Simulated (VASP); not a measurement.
# Te3As4 (Im-3m) in VASP: notebook, part 2 of 2

VASP 6.6.1.

## 3. Relaxation of cell and atoms, PBE

This run uses another cell than the first one, of 29.70 Å³/atom, 1.162 times its volume.

Contents of INCAR:

```
SYSTEM = Te3As4
  PREC = Accurate
  ENCUT = 600
  EDIFF = 1E-6
  ISMEAR = 0
  SIGMA = 0.1
  LREAL = .FALSE.
  LASPH = .TRUE.
  NELM = 100
  ALGO = Normal
  ISIF = 3
  LWAVE = .FALSE.
  LCHARG = .FALSE.
  GGA = PE
  IBRION = 2
  NSW = 90
  EDIFFG = -0.04
```

Contents of KPOINTS:

```
regular mesh
0
G
  4 4 4
  0 0 0
```

Contents of POSCAR:

```
Te3As4
1.0
   -3.7320963900      3.7320963900      3.7320963900
    3.7320963900     -3.7320963900      3.7320963900
    3.7320963900      3.7320963900     -3.7320963900
Te As
3 4
Direct
    0.0000000000      0.5000000000      0.5000000000
    0.5000000000      0.0000000000      0.5000000000
    0.5000000000      0.5000000000      0.0000000000
    0.5000000000      0.5000000000      0.5000000000
    0.0000000000      0.0000000000      0.5000000000
    0.0000000000      0.5000000000      0.0000000000
    0.5000000000      0.0000000000      0.0000000000
```

Potentials or basis: VASP PAW PBE potentials, release 64 (Te, As).

On the command line:

```sh
$ cat potpaw_PBE.64/Te/POTCAR potpaw_PBE.64/As/POTCAR > POTCAR
$ mpirun -np 1 vasp_std > vasp.out
```

OUTCAR:

```text
SYSTEM = Te3As4
   PREC = Accurate
   ENCUT = 600
   EDIFF = 1E-6
   ISMEAR = 0
   LREAL = .FALSE.
   LASPH = .TRUE.
   NELM = 100
   ISIF = 3
   GGA = PE
   IBRION = 2
   NSW = 90
   EDIFFG = -0.04

 ion  position               nearest neighbor table
   1  0.000  0.500  0.500-   4 3.23   5 3.23   6 3.23   7 3.23   6 3.23   5 3.23   4 3.23   7 3.23

   2  0.500  0.000  0.500-   4 3.23   5 3.23   6 3.23   7 3.23   7 3.23   4 3.23   5 3.23   6 3.23

   3  0.500  0.500  0.000-   4 3.23   5 3.23   6 3.23   7 3.23   4 3.23   7 3.23   6 3.23   5 3.23

   4  0.500  0.500  0.500-   1 3.23   2 3.23   3 3.23   3 3.23   2 3.23   1 3.23
   5  0.000  0.000  0.500-   1 3.23   2 3.23   3 3.23   1 3.23   2 3.23   3 3.23
   6  0.000  0.500  0.000-   1 3.23   2 3.23   3 3.23   1 3.23   3 3.23   2 3.23
   7  0.500  0.000  0.000-   1 3.23   2 3.23   3 3.23   2 3.23   3 3.23   1 3.23

  LATTYP: Found a body centered cubic cell.
 ALAT       =     7.4641927800

  Lattice vectors:

 A1 = (  -3.7320963900,   3.7320963900,   3.7320963900)
 A2 = (   3.7320963900,  -3.7320963900,   3.7320963900)
 A3 = (   3.7320963900,   3.7320963900,  -3.7320963900)

Analysis of symmetry for initial positions (statically):
=====================================================================
 Subroutine PRICEL returns:
 Original cell was already a primitive cell.

 Routine SETGRP: Setting up the symmetry group for a
 body centered cubic supercell.

 Subroutine GETGRP returns: Found 48 space group operations
 (whereof 48 operations were pure point group operations)
 out of a pool of 48 trial point group operations.

The static configuration has the point symmetry O_h .

Analysis of symmetry for dynamics (positions and initial velocities):
=====================================================================
 Subroutine PRICEL returns:
 Original cell was already a primitive cell.

 Routine SETGRP: Setting up the symmetry group for a
 body centered cubic supercell.

 Subroutine GETGRP returns: Found 48 space group operations
 (whereof 48 operations were pure point group operations)
 out of a pool of 48 trial point group operations.

The dynamic configuration has the point symmetry O_h .

 Subroutine INISYM returns: Found 48 space group operations
 (whereof 48 operations are pure point group operations),
 and found     1 'primitive' translations

[... 98 lines left out ...]
   NELECT =      38.0000    total number of electrons
   NUPDOWN=      -1.0000    fix difference up-down
   EMIN   =  10.00;   EMAX   =-10.00  energy-range for DOS
   EFERMI =   0.00;   METHOD = LEGACY
   ISMEAR =     0;   SIGMA  =   0.10  broadening in eV -4-tet -1-fermi 0-gaus
   EFERMI_NEDOS =   21; number of points for ismear=-14 and -15
   IALGO  =     38    algorithm
   IMIX   =      4    mixing-type and parameters
     AMIX     =   0.40;   BMIX     =  1.00
     AMIX_MAG =   1.60;   BMIX_MAG =  1.00
  volume/ion in A,a.u.               =      29.70       200.46
  Fermi-wavevector in a.u.,A,eV,Ry     =   0.929030  1.755613 11.743150  0.863097
  Thomas-Fermi vector in A             =   2.055270
   LORBIT       =      0    0 simple, 1 ext, 2 COOP (PROOUT), +10 PAW based schemes
   GGA     = PE    functional components
   LHFCALC =     F    Hartree Fock is set to
   AEXX    =    0.0000 exact exchange contribution
   IVDW    =     0    specifies the selected vdW correction
   LEPSILON=     F    determine dielectric tensor
   LRPA    =     F    only Hartree local field effects (RPA)
 conjugate gradient relaxation of ions
 non-spin polarized calculation
 Gauss-broadening in eV      SIGMA  =   0.10
  energy-cutoff  :      600.00
  volume of cell :      207.93
 maximum number of plane-waves:      6986
 NGX is ok and might be reduce to    54
   NGX = 25   NGY = 25   NGZ = 25

--------------------------------------- Ionic step        1  -------------------------------------------

 number of electron      38.0000002 magnetization

 Free energy of the ion-electron system (eV)
  ---------------------------------------------------
  ext. energy  EPLUGINS =         0.00000000
  ---------------------------------------------------
  free energy    TOTEN  =       -23.80698679 eV

  energy without entropy =      -23.76991244  energy(sigma->0) =      -23.78844962

 E-fermi :   4.4062     XC(G=0):  -9.1620

 val. band max:        4.3930778856   @ k =   0.5000   0.5000   0.2500
 cond. band min:       4.4357446846   @ k =   0.5000   0.5000   0.2500
 fundamental gap:      0.0426667990
 Fermi energy:         4.4061948393

 k-point     1 :       0.0000    0.0000    0.0000
  band No.  band energies     occupation
      1      -8.7255      2.00000
      2      -6.1735      2.00000
      3      -6.1735      2.00000
      4      -5.4982      2.00000
      5      -5.4982      2.00000
      6      -5.4982      2.00000
[... 278 lines left out ...]
--------------------------------------- Ionic step        3  -------------------------------------------

 number of electron      38.0000002 magnetization

 Free energy of the ion-electron system (eV)
  ---------------------------------------------------
  ext. energy  EPLUGINS =         0.00000000
  ---------------------------------------------------
  free energy    TOTEN  =       -24.50837245 eV

  energy without entropy =      -24.46925643  energy(sigma->0) =      -24.48881444

 E-fermi :   6.0869     XC(G=0):  -9.8200

 val. band max:        6.0671392355   @ k =   0.5000   0.5000   0.5000
 cond. band min:       6.0886837573   @ k =   0.5000   0.5000   0.2500
 fundamental gap:      0.0215445218
 Fermi energy:         6.0869141529

 k-point     1 :       0.0000    0.0000    0.0000
  band No.  band energies     occupation
      1      -8.1808      2.00000
      2      -4.8019      2.00000
      3      -4.8019      2.00000
      4      -4.0243      2.00000
      5      -4.0243      2.00000
      6      -4.0243      2.00000
[... 231 lines left out ...]
  FREE ENERGIE OF THE ION-ELECTRON SYSTEM (eV)
  ---------------------------------------------------
  free  energy   TOTEN  =       -24.5083724535 eV

  energy  without entropy=      -24.4692564344  energy(sigma->0) =      -24.48881444

 reached required accuracy - stopping structural energy minimisation
```

OSZICAR:

```text
N       E                     dE             d eps       ncg     rms          rms(c)
DAV:   1     0.196088944170E+03    0.19609E+03   -0.15540E+04   368   0.151E+03
DAV:   2    -0.492890316275E+01   -0.20102E+03   -0.19824E+03   476   0.201E+02
DAV:   3    -0.231883833634E+02   -0.18259E+02   -0.17977E+02   476   0.630E+01
[... 29 lines left out ...]
DAV:   5    -0.245083515557E+02    0.77176E-04   -0.58545E-04   479   0.108E-01    0.353E-01
DAV:   6    -0.245083690742E+02   -0.17519E-04   -0.36711E-05   455   0.311E-02    0.141E-01
DAV:   7    -0.245083702749E+02   -0.12006E-05   -0.30801E-05   463   0.222E-02    0.380E-02
DAV:   8    -0.245083715010E+02   -0.12262E-05   -0.28934E-06   339   0.920E-03    0.177E-02
DAV:   9    -0.245083724535E+02   -0.95247E-06   -0.72601E-07   285   0.410E-03
   3 F= -.24508372E+02 E0= -.24488814E+02  d E =-.701386E+00
```

CONTCAR:

```text
Te3As4
   1.00000000000000
    -3.5437249123577415    3.5437249123577415    3.5437249123577415
     3.5437249123577415   -3.5437249123577415    3.5437249123577415
     3.5437249123577415    3.5437249123577415   -3.5437249123577415
  Te              As
     3     4
Direct
     0.0000000000000000    0.5000000000000000    0.5000000000000000
     0.5000000000000000    0.0000000000000000    0.5000000000000000
     0.5000000000000000    0.5000000000000000    0.0000000000000000
     0.5000000000000000    0.5000000000000000    0.5000000000000000
     0.0000000000000000    0.0000000000000000    0.5000000000000000
     0.0000000000000000    0.5000000000000000    0.0000000000000000
     0.5000000000000000    0.0000000000000000    0.0000000000000000

  0.00000000E+00  0.00000000E+00  0.00000000E+00
  0.00000000E+00  0.00000000E+00  0.00000000E+00
  0.00000000E+00  0.00000000E+00  0.00000000E+00
  0.00000000E+00  0.00000000E+00  0.00000000E+00
  0.00000000E+00  0.00000000E+00  0.00000000E+00
  0.00000000E+00  0.00000000E+00  0.00000000E+00
  0.00000000E+00  0.00000000E+00  0.00000000E+00
```

Wall time 2.5 min (1 thread of Intel Xeon 6975P-C (Granite Rapids), shared host); peak memory 0.42 GiB.

Results:

- Free energy: -24.5084 eV
- Relaxed volume: 25.43 Å³/atom
- Relaxed cell: a = 6.138 Å, b = 6.138 Å, c = 6.138 Å, α = 109.47°, β = 109.47°, γ = 109.47°
- Space group after relaxing (to 0.05 Å): Im-3m (No. 229)
- Energy gained by relaxing: 100.2 meV/atom
- Ionic steps: 3
- Pressure after relaxing: 0.0 GPa
- Band gap on the k mesh: zero (band 19 reaches 7.96 eV, above the bottom of band 20 at 6.00 eV)

The path:
```
step  energy change (eV)  largest force (eV/Å)  pressure (GPa)  volume (Å³)
   1              0.0000                0.0000           -6.55       207.93
   2             -0.6786                0.0000            1.64       173.50
   3             -0.7014                0.0000            0.02       178.01
```

Final structure:
```xyz
7
Lattice="-3.5437 3.5437 3.5437 3.5437 -3.5437 3.5437 3.5437 3.5437 -3.5437" Properties=species:S:1:pos:R:3 pbc="T T T"
Te    3.5437    0.0000    0.0000
Te    0.0000    3.5437    0.0000
Te    0.0000    0.0000    3.5437
As    1.7719    1.7719    1.7719
As    1.7719    1.7719   -1.7719
As    1.7719   -1.7719    1.7719
As   -1.7719    1.7719    1.7719
```

Caveat: spin-orbit coupling is left out, which moves the levels of the heavy elements.
